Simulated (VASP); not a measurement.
A run of VASP 6.6.1 is set up as follows.

The input INCAR:

```
ALGO     = Fast           # electronic algorithm
EDIFF    = 1E-6           # SCF threshold, eV
ENCUT    = 520            # plane-wave cutoff, eV
GGA      = PE             # functional
ISIF     = 2              # what is computed and relaxed
ISMEAR   = 0              # smearing method
LASPH    = T              # aspherical terms in the spheres
LCHARG   = T              # write CHGCAR
LELF     = T              # ELF
LREAL    = F              # projectors in reciprocal space
LVHAR    = T            
LWAVE    = F              # write WAVECAR
NBANDS   = 19             # bands
NELM     = 100            # most SCF steps
PREC     = Accurate       # precision mode
SIGMA    = 0.15           # smearing width, eV
```

Contents of KPOINTS:

```
k-points
0
Gamma
  24 24 10
```

Contents of POSCAR:

```
Zn
1.0
    2.6647980532      0.0000000000      0.0000000000
   -1.3323990266      2.3077828100      0.0000000000
    0.0000000000      0.0000000000      5.3424360000
Zn
2
Direct
    0.3333333333      0.6666666667      0.2500000000
    0.6666666667      0.3333333333      0.7500000000
```

Potentials or basis: VASP PAW PBE potentials, release 64 (Zn).

The run is started by

```console
$ cat potpaw_PBE.64/Zn/POTCAR > POTCAR
$ mpirun -np 1 vasp_std > vasp.out
```

(1) Estimate the pressure.

(2) What does it give for the band gap on the k mesh?

## Answers

(1) -2.9 GPa.

(2) zero (bands 12 and 13 overlap by 5.20 eV).

Caveat: the cell differs from its parent crystal (strain +0.000 along x and y, +0.080 along z).
